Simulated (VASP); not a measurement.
Wanted: the native input for a VASP 6.6.1 run.

| Quantity | Value |
| --- | --- |
| Task | relaxation of cell and atoms |
| Functional | LDA |
| Potentials or basis | VASP PAW LDA potentials, release 64 (Na_pv, Cl) |
| Cutoff | 600 eV |
| k mesh | 8 × 8 × 8 |
| Occupations | gaussian, width 0.01 eV |
| Spin | no spin polarisation |
| Target pressure | 7 GPa |
| Dipole correction | no |
| Further INCAR settings | ALGO = Normal; EDIFF = 1e-06; IBRION = 2; EDIFFG = -0.002; NSW = 100; ISIF = 3 |

The structure of NaCl lies in POSCAR:

```
NaCl
1.0
    0.0000000000      2.7321961662      2.7321961662
    2.7321961662      0.0000000000      2.7321961662
    2.7321961662      2.7321961662      0.0000000000
Na Cl
1 1
Direct
    0.0000000000      0.0000000000      0.0000000000
    0.5000000000      0.5000000000      0.5000000000
```

The input as run:

INCAR

```
SYSTEM = NaCl
PREC     = Accurate       ! precision mode
ENCUT    = 600            ! plane-wave cutoff, eV
EDIFF    = 1E-6           ! SCF threshold, eV
ISMEAR   = 0              ! smearing method
SIGMA    = 0.01           ! smearing width, eV
LREAL    = .FALSE.        ! projectors in reciprocal space
LASPH    = .TRUE.         ! aspherical terms in the spheres
NELM     = 80             ! most SCF steps
ALGO     = Normal         ! electronic algorithm
ISIF     = 3              ! what is computed and relaxed
LWAVE    = .FALSE.        ! write WAVECAR
LCHARG   = .FALSE.        ! write CHGCAR
IBRION   = 2              ! ionic algorithm
NSW      = 100            ! ionic steps
EDIFFG   = -0.002         ! ionic threshold
PSTRESS  = 70.0
```

KPOINTS

```
Automatic mesh
0
G
  8 8 8
  0 0 0
```

Potentials or basis: VASP PAW LDA potentials, release 64 (Na_pv, Cl).

Launch:

```bash
$ cat potpaw_LDA.64/Na_pv/POTCAR potpaw_LDA.64/Cl/POTCAR > POTCAR
$ mpirun -np 1 vasp_std > vasp.out
```

Results of the run:

| Property | Result |
| --- | --- |
| Relaxed volume | 17.54 Å³/atom |
| Relaxed cell | a = 3.674 Å, b = 3.674 Å, c = 3.674 Å, α = 60.00°, β = 60.00°, γ = 60.00° |
| Space group after relaxing (to 0.05 Å) | Fm-3m (No. 225) |
| Energy change on relaxing (the enthalpy is what falls) | +54.4 meV/atom |
| Ionic steps | 6 |
| Pressure after relaxing | 7.0 GPa |
| Band gap on the k mesh | 5.82 eV, direct |

Caveat: the cell is relaxed towards a set pressure, so the enthalpy falls and the energy may rise.

Wall time 29 s on 1 thread of Intel(R) Xeon(R) Platinum 8259CL CPU @ 2.50GHz (Skylake/Cascade Lake) (shared host), peak memory 0.15 GiB.
